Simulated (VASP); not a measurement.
# Sc (P6_3/mmc) in VASP: single point with RPBE

Aim: the single point of Sc with RPBE.

All numbers are computed with VASP 6.6.1; they aren't measurements. Logs are shortened: lines on timing, memory, paths and dates and some standing lists are left out, and cuts for length are marked.

**1. The cell of the first run**

The structure is hexagonal, space group P6_3/mmc (No. 194). Conventional cell: a = 3.357 Å, b = 3.357 Å, c = 5.265 Å, α = 90.00°, β = 90.00°, γ = 120.00°. Sc (site symmetry -6m2) has 12 Sc at 3.27 to 3.36 Å within 4.3 Å.

**2. Single point, RPBE**

Contents of INCAR:

```
PREC     = Accurate       # precision mode
ENCUT    = 520            # plane-wave cutoff, eV
EDIFF    = 1E-6           # SCF threshold, eV
ISMEAR   = -1             # smearing method
SIGMA    = 0.1            # smearing width, eV
LREAL    = False          # projectors in reciprocal space
LASPH    = True           # aspherical terms in the spheres
NELM     = 100            # most SCF steps
ALGO     = Normal         # electronic algorithm
ISIF     = 2              # what is computed and relaxed
LWAVE    = False          # write WAVECAR
LCHARG   = True           # write CHGCAR
GGA      = RP             # functional
LELF     = True           # ELF
LVHAR    = True         
NBANDS   = 18             # bands
```

Contents of KPOINTS:

```
regular mesh
0
Gamma
  18 18 10
```

Contents of POSCAR:

```
Sc
1.0
    3.3571480542      0.0000000000      0.0000000000
   -1.6785740271      2.9073754992      0.0000000000
    0.0000000000      0.0000000000      5.2650721284
Sc
2
Direct
    0.3333333333      0.6666666667      0.2500000000
    0.6666666667      0.3333333333      0.7500000000
```

Potentials or basis: VASP PAW PBE potentials, release 64 (Sc_sv).

The run is started by

```bash
$ cat potpaw_PBE.64/Sc_sv/POTCAR > POTCAR
$ mpirun -np 1 vasp_std > vasp.out
```

OUTCAR:

```text
PREC = Accurate
   ENCUT = 520
   EDIFF = 1E-6
   ISMEAR = -1
   LREAL = False
   LASPH = True
   NELM = 100
   ISIF = 2
   GGA = RP

 ion  position               nearest neighbor table
   1  0.333  0.667  0.250-   2 3.27   2 3.27   2 3.27   2 3.27   2 3.27   2 3.27
   2  0.667  0.333  0.750-   1 3.27   1 3.27   1 3.27   1 3.27   1 3.27   1 3.27

  LATTYP: Found a hexagonal cell.
 ALAT       =     3.3571480542
 C/A-ratio  =     1.5683169295

  Lattice vectors:

 A1 = (   3.3571480542,   0.0000000000,   0.0000000000)
 A2 = (  -1.6785740271,   2.9073754992,   0.0000000000)
 A3 = (   0.0000000000,   0.0000000000,   5.2650721284)

Analysis of symmetry for initial positions (statically):
=====================================================================
 Subroutine PRICEL returns:
 Original cell was already a primitive cell.

 Routine SETGRP: Setting up the symmetry group for a
 hexagonal supercell.

 Subroutine GETGRP returns: Found 24 space group operations
 (whereof 12 operations were pure point group operations)
 out of a pool of 24 trial point group operations.

The static configuration has the point symmetry D_3d.
 The point group associated with its full space group is D_6h.

Analysis of symmetry for dynamics (positions and initial velocities):
=====================================================================
 Subroutine PRICEL returns:
 Original cell was already a primitive cell.

 Routine SETGRP: Setting up the symmetry group for a
 hexagonal supercell.

 Subroutine GETGRP returns: Found 24 space group operations
 (whereof 12 operations were pure point group operations)
 out of a pool of 24 trial point group operations.

The dynamic configuration has the point symmetry D_3d.
 The point group associated with its full space group is D_6h.

 Subroutine INISYM returns: Found 24 space group operations
 (whereof 12 operations are pure point group operations),
 and found     1 'primitive' translations

----------------------------------------------------------------------------------------

                                     Primitive cell

  volume of cell :      51.3897

  direct lattice vectors                    reciprocal lattice vectors
     3.357148054  0.000000000  0.000000000     0.297871879  0.171976410  0.000000000
    -1.678574027  2.907375499  0.000000000     0.000000000  0.343952819  0.000000000
     0.000000000  0.000000000  5.265072128     0.000000000  0.000000000  0.189930921

  length of vectors
     3.357148054  3.357148054  5.265072128     0.343952819  0.343952819  0.189930921

  position of ions in fractional coordinates (direct lattice)
     0.333333333  0.666666667  0.250000000
     0.666666667  0.333333333  0.750000000

  ion indices of the primitive-cell ions
   primitive index   ion index
                 1           1
                 2           2

----------------------------------------------------------------------------------------

 KPOINTS: regular mesh

Automatic generation of k-mesh.
 Grid dimensions read from file:
 generate k-points for:   18   18   10

 Generating k-lattice:

  Cartesian coordinates                     Fractional coordinates (reciprocal lattice)
     0.016548438  0.009554245  0.000000000     0.055555556  0.000000000  0.000000000
     0.000000000  0.019108490  0.000000000     0.000000000  0.055555556  0.000000000
     0.000000000  0.000000000  0.018993092     0.000000000  0.000000000  0.100000000

  Length of vectors
     0.019108490  0.019108490  0.018993092

  Shift w.r.t. Gamma in fractional coordinates (k-lattice)
     0.000000000  0.000000000  0.000000000

 Subroutine IBZKPT returns following result:
 ===========================================

 Found    222 irreducible k-points:

 Following reciprocal coordinates:
            Coordinates               Weight
  0.000000  0.000000  0.000000      1.000000
  0.055556  0.000000  0.000000      6.000000
  0.111111  0.000000  0.000000      6.000000
  0.166667  0.000000  0.000000      6.000000
  0.222222  0.000000  0.000000      6.000000
  0.277778  0.000000  0.000000      6.000000
[... 16 lines left out ...]
  0.333333  0.111111  0.000000     12.000000
  0.388889  0.111111  0.000000     12.000000
 [... further k-points ...]
   k-points           NKPTS =    222   k-points in BZ     NKDIM =    222   number of bands    NBANDS=     18
   number of dos      NEDOS =    301   number of ions     NIONS =      2
   total plane-waves  NPLWV =  31360
   dimension x,y,z NGX =    28 NGY =   28 NGZ =   40
   dimension x,y,z NGXF=    56 NGYF=   56 NGZF=   80
   ions per type =               2
   NGX,Y,Z   is equivalent  to a cutoff of  13.87, 13.87, 12.63 a.u.
   NGXF,Y,Z  is equivalent  to a cutoff of  27.73, 27.73, 25.26 a.u.
 SYSTEM =  unknown system
   PREC   = accura    normal or accurate (medium, high low for compatibility)
   ISTART =      0    job   : 0-new  1-cont  2-samecut
   ICHARG =      2    charge: 1-file 2-atom 10-const
   ISPIN  =      1    spin polarized calculation?
   LNONCOLLINEAR =      F non collinear calculations
   LSORBIT =      F    spin-orbit coupling
   LASPH  =      T    aspherical Exc in radial PAW
   ENCUT  =  520.0 eV  38.22 Ry    6.18 a.u.   6.24  6.24  9.79*2*pi/ulx,y,z
   NELM   =    100;   NELMIN=  2; NELMDL= -5     # of ELM steps
   EDIFF  = 0.1E-05   stopping-criterion for ELM
   LREAL  =      F    real-space projection
   EDIFFG = 0.1E-04   stopping-criterion for IOM
   NSW    =      0    number of steps for IOM
   IBRION =     -1    ionic relax: 0-MD 1-quasi-New 2-CG
   NFREE  =      0    steps in history (QN), initial steepest desc. (CG)
   ISIF   =      2    stress and relaxation
   ISYM   =      2    0-nonsym 1-usesym 2-fastsym
   POTIM  = 0.5000    time-step for ionic-motion
   TEBEG  =    0.0;   TEEND  =   0.0 temperature during run
   PSTRESS=    0.0 pullay stress
   NELECT =      22.0000    total number of electrons
   NUPDOWN=      -1.0000    fix difference up-down
   EMIN   =  10.00;   EMAX   =-10.00  energy-range for DOS
   EFERMI =   0.00;   METHOD = LEGACY
   ISMEAR =    -1;   SIGMA  =   0.10  broadening in eV -4-tet -1-fermi 0-gaus
   EFERMI_NEDOS =   21; number of points for ismear=-14 and -15
   IALGO  =     38    algorithm
   IMIX   =      4    mixing-type and parameters
     AMIX     =   0.40;   BMIX     =  1.00
     AMIX_MAG =   1.60;   BMIX_MAG =  1.00
  volume/ion in A,a.u.               =      25.69       173.40
  Fermi-wavevector in a.u.,A,eV,Ry     =   1.233835  2.331610 20.712812  1.522349
  Thomas-Fermi vector in A             =   2.368549
   LORBIT       =      0    0 simple, 1 ext, 2 COOP (PROOUT), +10 PAW based schemes
   GGA     = RP    functional components
   LHFCALC =     F    Hartree Fock is set to
   AEXX    =    0.0000 exact exchange contribution
   IVDW    =     0    specifies the selected vdW correction
   LEPSILON=     F    determine dielectric tensor
   LRPA    =     F    only Hartree local field effects (RPA)
 non-spin polarized calculation
  energy-cutoff  :      520.00
  volume of cell :       51.39
 maximum number of plane-waves:      1412
 NGX is ok and might be reduce to    28
   NGX = 13   NGY = 13   NGZ = 19

 number of electron      22.0000002 magnetization

 Free energy of the ion-electron system (eV)
  ---------------------------------------------------
  ext. energy  EPLUGINS =         0.00000000
  ---------------------------------------------------
  free energy    TOTEN  =       -11.94897924 eV

  energy without entropy =      -11.81910735  energy(sigma->0) =      -11.88404330

 E-fermi :   3.5561     XC(G=0):  -9.5932

 val. band max:        3.5555634022   @ k =   0.3889   0.0556   0.3000
 cond. band min:       3.5567163346   @ k =   0.3889   0.1667   0.4000
 fundamental gap:      0.0011529324
 Fermi energy:         3.5561194244

 k-point     1 :       0.0000    0.0000    0.0000
  band No.  band energies     occupation
      1     -46.1113      2.00000
      2     -46.0545      2.00000
      3     -24.8370      2.00000
      4     -24.5416      2.00000
      5     -24.5416      2.00000
      6     -24.4860      2.00000
[... 10 lines left out ...]
     17       5.8180      0.00000
     18       5.8180      0.00000

 k-point     2 :       0.0556    0.0000    0.0000
  band No.  band energies     occupation
      1     -46.1101      2.00000
      2     -46.0541      2.00000
      3     -24.8336      2.00000
      4     -24.5482      2.00000
      5     -24.5439      2.00000
      6     -24.4930      2.00000
[... 10 lines left out ...]
     17       5.7628      0.00000
     18       5.7779      0.00000

 k-point     3 :       0.1111    0.0000    0.0000
  band No.  band energies     occupation
      1     -46.1066      2.00000
      2     -46.0529      2.00000
      3     -24.8235      2.00000
      4     -24.5676      2.00000
      5     -24.5504      2.00000
      6     -24.5132      2.00000
[... 10 lines left out ...]
     17       5.6712      0.00000
     18       5.7011      0.00000

 k-point     4 :       0.1667    0.0000    0.0000
  band No.  band energies     occupation
      1     -46.1012      2.00000
      2     -46.0512      2.00000
      3     -24.8073      2.00000
      4     -24.5974      2.00000
      5     -24.5603      2.00000
      6     -24.5436      2.00000
[... 375 lines left out ...]
      4     -24.7069      2.00000
      5     -24.6638      2.00000
      6     -24.5986      2.00000
[... 10 lines left out ...]
     17       6.6786      0.00000
     18       7.0058      0.00000

 k-point    23 :       0.3333    0.1111    0.0000
  band No.  band energies     occupation
      1     -46.0702      2.00000
      2     -46.0461      2.00000
      3     -24.7356      2.00000
      4     -24.7025      2.00000
      5     -24.6824      2.00000
      6     -24.6135      2.00000
[... 10 lines left out ...]
     17       6.9646      0.00000
     18       7.3311      0.00000

 k-point    24 :       0.3889    0.1111    0.0000
  band No.  band energies     occupation
      1     -46.0653      2.00000
      2     -46.0466      2.00000
      3     -24.7544      2.00000
      4     -24.6946      2.00000
      5     -24.6822      2.00000
      6     -24.6230      2.00000
[... 10 lines left out ...]
     17       7.1422      0.00000
     18       7.3360      0.00000

 [... further k-points ...]
[... 5 lines left out ...]
  --------------------------------------------------------------------------------------
  -------------------------------------------------------------------------------------
  Total        0.0080745      0.0080745      0.0039707      0.0000000      0.0000000     -0.0000000
  in kB        0.2517374      0.2517374      0.1237946      0.0000000      0.0000000     -0.0000000
  external PRESSURE =       0.2090898 kB  Pullay stress =       0.0000000 kB

 VOLUME and BASIS-vectors are now :
 -----------------------------------------------------------------------------
  energy-cutoff  :      520.00
  volume of cell :       51.39
      direct lattice vectors                 reciprocal lattice vectors
     3.357148054  0.000000000  0.000000000     0.297871879  0.171976410  0.000000000
    -1.678574027  2.907375499  0.000000000     0.000000000  0.343952819  0.000000000
     0.000000000  0.000000000  5.265072128     0.000000000  0.000000000  0.189930921

 POSITION                                       TOTAL-FORCE (eV/Angst)
 -----------------------------------------------------------------------------------
     -0.00000      1.93825      1.31627        -0.000000     -0.000000      0.000000
      1.67857      0.96913      3.94880         0.000000      0.000000      0.000000
 -----------------------------------------------------------------------------------
    total drift:                               -0.000000      0.000000     -0.000000

  FREE ENERGIE OF THE ION-ELECTRON SYSTEM (eV)
  ---------------------------------------------------
  free  energy   TOTEN  =       -11.9489792443 eV

  energy  without entropy=      -11.8191073519  energy(sigma->0) =      -11.88404330
```

Run time: 8.5 min. Hardware: 1 thread of AMD EPYC 7R13, shared host; peak memory 0.27 GiB.

What came out:

* Free energy: -11.9490 eV
* Pressure: 0.0 GPa
* Band gap on the k mesh: zero (band 11 reaches 4.49 eV, above the bottom of band 12 at 3.10 eV)

Caveat: the PAW data sets were made with another functional, which shifts forces and pressure a little.
